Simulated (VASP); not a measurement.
# Cu in VASP: notebook, part 2 of 3

VASP 6.6.1. The steps go on from the part before.

**3. Relaxation of cell and atoms, PBEsol**

INCAR

```
PREC = Accurate ; ENCUT = 600
EDIFF = 1E-7 ; ISMEAR = 0
SIGMA = 0.1 ; LREAL = F
LASPH = T ; NELM = 100
ALGO = Fast ; ISIF = 3
LWAVE = F ; LCHARG = F
GGA = PS ; IBRION = 2
NSW = 80 ; EDIFFG = -0.015
```

KPOINTS

```
Automatic mesh
0
Gamma
  6 6 6
```

POSCAR

```
Cu
1.0
    0.0000000000      3.5634123785     -3.5634123785
   -3.5634123785      0.0000000000     -3.5634123785
   -3.5634123785      3.5634123785      0.0000000000
Cu
8
Direct
    0.5000000000      0.5000000000      0.0000000000
    0.0000000000      0.5000000000      0.0000000000
    0.5000000000      0.0000000000      0.0000000000
    0.0000000000      0.0000000000      0.0000000000
    0.5000000000      0.5000000000      0.5000000000
    0.0000000000      0.5000000000      0.5000000000
    0.5000000000      0.0000000000      0.5000000000
    0.0000000000      0.0000000000      0.5000000000
```

Potentials or basis: VASP PAW PBE potentials, release 64 (Cu).

Launch:

```sh
cat potpaw_PBE.64/Cu/POTCAR > POTCAR
mpirun -np 1 vasp_std > vasp.out
```

OUTCAR:

```text
PREC = Accurate
   ENCUT = 600
   EDIFF = 1E-7
   ISMEAR = 0
   LREAL = F
   LASPH = T
   NELM = 100
   ISIF = 3
   GGA = PS
   IBRION = 2
   NSW = 80
   EDIFFG = -0.015

 ion  position               nearest neighbor table
   1  0.500  0.500  0.000-   2 2.52   3 2.52   5 2.52   5 2.52   6 2.52   7 2.52   3 2.52   4 2.52
                             7 2.52   2 2.52   4 2.52   6 2.52
   2  0.000  0.500  0.000-   1 2.52   4 2.52   6 2.52   5 2.52   6 2.52   8 2.52   3 2.52   4 2.52
                             8 2.52   1 2.52   3 2.52   5 2.52
   3  0.500  0.000  0.000-   1 2.52   4 2.52   7 2.52   5 2.52   7 2.52   8 2.52   1 2.52   2 2.52
                             5 2.52   2 2.52   4 2.52   8 2.52
   4  0.000  0.000  0.000-   2 2.52   3 2.52   8 2.52   6 2.52   7 2.52   8 2.52   1 2.52   2 2.52
                             6 2.52   1 2.52   3 2.52   7 2.52
   5  0.500  0.500  0.500-   1 2.52   6 2.52   7 2.52   1 2.52   2 2.52   3 2.52   3 2.52   7 2.52
                             8 2.52   2 2.52   6 2.52   8 2.52
   6  0.000  0.500  0.500-   2 2.52   5 2.52   8 2.52   1 2.52   2 2.52   4 2.52   4 2.52   7 2.52
[... 208 lines left out ...]
  Total        0.3397488      0.3397488      0.3397488     -0.0000000      0.0000000      0.0000000
  in kB        6.0150648      6.0150648      6.0150648     -0.0000000      0.0000000      0.0000000
  external PRESSURE =       6.0150648 kB  Pullay stress =       0.0000000 kB
[... 71 lines left out ...]
--------------------------------------- Ionic step        3  -------------------------------------------

 number of electron      88.0000106 magnetization

 Free energy of the ion-electron system (eV)
  ---------------------------------------------------
  ext. energy  EPLUGINS =         0.00000000
  ---------------------------------------------------
  free energy    TOTEN  =       -34.44888766 eV

  energy without entropy =      -34.43938772  energy(sigma->0) =      -34.44413769

 E-fermi :   7.8016     XC(G=0): -13.1371

 val. band max:        7.7107056038   @ k =   0.1667   0.1667   0.0000
 cond. band min:       7.8192519664   @ k =  -0.3333   0.3333   0.0000
 fundamental gap:      0.1085463627
 Fermi energy:         7.8016112992

 k-point     1 :       0.0000    0.0000    0.0000
  band No.  band energies     occupation
      1      -1.7999      2.00000
      2       2.5704      2.00000
      3       2.5704      2.00000
      4       2.5704      2.00000
      5       2.5704      2.00000
      6       2.7664      2.00000
[... 904 lines left out ...]
  FREE ENERGIE OF THE ION-ELECTRON SYSTEM (eV)
  ---------------------------------------------------
  free  energy   TOTEN  =       -34.4488876633 eV

  energy  without entropy=      -34.4393877197  energy(sigma->0) =      -34.44413769

 reached required accuracy - stopping structural energy minimisation
```

OSZICAR:

```text
N       E                     dE             d eps       ncg     rms          rms(c)
DAV:   1     0.862856571441E+03    0.86286E+03   -0.41578E+04  1680   0.342E+03
[... 33 lines left out ...]
RMM:   3    -0.344490261258E+02    0.14314E-02   -0.79190E-03  1668   0.119E+00    0.107E-01
RMM:   4    -0.344488972882E+02    0.12884E-03   -0.80184E-04  1732   0.138E-01    0.349E-02
RMM:   5    -0.344488857255E+02    0.11563E-04   -0.17628E-04  1693   0.161E-01    0.361E-03
RMM:   6    -0.344488872024E+02   -0.14769E-05   -0.41081E-05  1768   0.365E-02    0.824E-03
RMM:   7    -0.344488873522E+02   -0.14980E-06   -0.12527E-05  1657   0.389E-02    0.578E-04
RMM:   8    -0.344488876713E+02   -0.31906E-06   -0.34786E-06  1565   0.967E-03    0.121E-03
RMM:   9    -0.344488876633E+02    0.80217E-08   -0.25781E-07  1037   0.409E-03
   3 F= -.34448888E+02 E0= -.34444138E+02  d E =-.811356E-03
```

CONTCAR:

```text
Cu
   1.00000000000000
    -0.0000000000000000    3.5684585806891933   -3.5684585806891933
    -3.5684585806891933   -0.0000000000000000   -3.5684585806891933
    -3.5684585806891933    3.5684585806891933   -0.0000000000000000
  Cu
     8
Direct
     0.5000000000000000    0.5000000000000000    0.0000000000000000
     0.0000000000000000    0.5000000000000000    0.0000000000000000
     0.5000000000000000    0.0000000000000000    0.0000000000000000
     0.0000000000000000    0.0000000000000000    0.0000000000000000
     0.5000000000000000    0.5000000000000000    0.5000000000000000
     0.0000000000000000    0.5000000000000000    0.5000000000000000
     0.5000000000000000    0.0000000000000000    0.5000000000000000
     0.0000000000000000    0.0000000000000000    0.5000000000000000

  0.00000000E+00  0.00000000E+00  0.00000000E+00
  0.00000000E+00  0.00000000E+00  0.00000000E+00
  0.00000000E+00  0.00000000E+00  0.00000000E+00
  0.00000000E+00  0.00000000E+00  0.00000000E+00
  0.00000000E+00  0.00000000E+00  0.00000000E+00
  0.00000000E+00  0.00000000E+00  0.00000000E+00
  0.00000000E+00  0.00000000E+00  0.00000000E+00
  0.00000000E+00  0.00000000E+00  0.00000000E+00
```

It took 5.5 min on 1 thread of Intel Xeon 8259CL, shared host; peak memory 0.27 GiB.

Results:

- Free energy: -34.4489 eV
- Relaxed volume: 11.36 Å³/atom
- Relaxed cell: a = 5.047 Å, b = 5.047 Å, c = 5.047 Å, α = 60.00°, β = 60.00°, γ = 60.00°
- Space group after relaxing (to 0.1 Å): Fm-3m (No. 225)
- Energy gained by relaxing: 0.1 meV/atom
- Ionic steps: 3
- Pressure after relaxing: 0.1 GPa
- Band gap on the k mesh: zero (bands 44 and 45 overlap by 2.11 eV)

The path:
| step | energy change (eV) | largest force (eV/Å) | pressure (GPa) | volume (Å³) |
| --- | --- | --- | --- | --- |
| 1 | 0.0000 | 0.0000 | 0.60 | 90.50 |
| 2 | -0.0006 | 0.0000 | -0.64 | 91.05 |
| 3 | -0.0008 | 0.0000 | 0.12 | 90.88 |

Final structure:
```yaml
crystal:
  lattice:
    - [0.00000, 3.56846, -3.56846]
    - [-3.56846, 0.00000, -3.56846]
    - [-3.56846, 3.56846, 0.00000]
  atoms:
    - { symbol: Cu, position: [0.50000, 0.50000, 0.00000] }
    - { symbol: Cu, position: [0.00000, 0.50000, 0.00000] }
    - { symbol: Cu, position: [0.50000, 0.00000, 0.00000] }
    - { symbol: Cu, position: [0.00000, 0.00000, 0.00000] }
    - { symbol: Cu, position: [0.50000, 0.50000, 0.50000] }
    - { symbol: Cu, position: [0.00000, 0.50000, 0.50000] }
    - { symbol: Cu, position: [0.50000, 0.00000, 0.50000] }
    - { symbol: Cu, position: [0.00000, 0.00000, 0.50000] }
```

Caveat: the PAW data sets were made with another functional, which shifts forces and pressure a little.

[end of part 2 of 3]
